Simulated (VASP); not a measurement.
Write the native input for VASP 6.6.1 that does the following.

| Item | Value |
| --- | --- |
| Task | single point |
| Functional | PBE |
| Potentials or basis | VASP PAW PBE potentials, release 64 (Al, O) |
| Cutoff | 520 eV |
| k mesh | 4 × 4 × 4 |
| Occupations | gaussian, width 0.1 eV |
| Spin | collinear spin, ferromagnetic start |
| Starting moments | [0.0, 1.0] μB |
| Dipole correction | no |
| Further INCAR settings | ALGO = Normal; EDIFF = 1e-06; NBANDS = 16 |

The structure of AlO lies in POSCAR:

```
AlO
1.0
    2.7817248871      0.0000000000      0.0000000000
    0.0000000000      2.7817248871      0.0000000000
    0.0000000000      0.0000000000      2.7817248871
Al O
1 1
Direct
    0.5000000000      0.5000000000      0.5000000000
    0.0000000000      0.0000000000      0.0000000000
```

These files were run (other wordings do the same):

INCAR

```
SYSTEM = AlO
PREC = Accurate ; ENCUT = 520
EDIFF = 1E-6 ; ISMEAR = 0
SIGMA = 0.1 ; LREAL = .False.
LASPH = .True. ; NELM = 150
ALGO = Normal ; ISIF = 2
LWAVE = .False. ; LCHARG = .False.
ISPIN = 2 ; MAGMOM = 0 1
LORBIT = 11 ; GGA = PE
NBANDS = 16
```

KPOINTS

```
regular mesh
0
Gamma
  4 4 4
  0 0 0
```

Potentials or basis: VASP PAW PBE potentials, release 64 (Al, O).

The run is started by

```sh
$ cat potpaw_PBE.64/Al/POTCAR potpaw_PBE.64/O/POTCAR > POTCAR
$ mpirun -np 1 vasp_std > vasp.out
```

It gave:

| Quantity | Value |
| --- | --- |
| Pressure | -0.1 GPa |
| Net moment | 0.00 μB per cell |
| Valence electrons inside the program's atomic spheres | Al 0.68; O 4.91 |

Caveat: the k points lie up to 0.56 Å⁻¹ apart.

Run time: 4 s on 1 thread of AMD EPYC 9R45 96-Core Processor (Zen 5), on a shared host, peak memory 0.11 GiB.
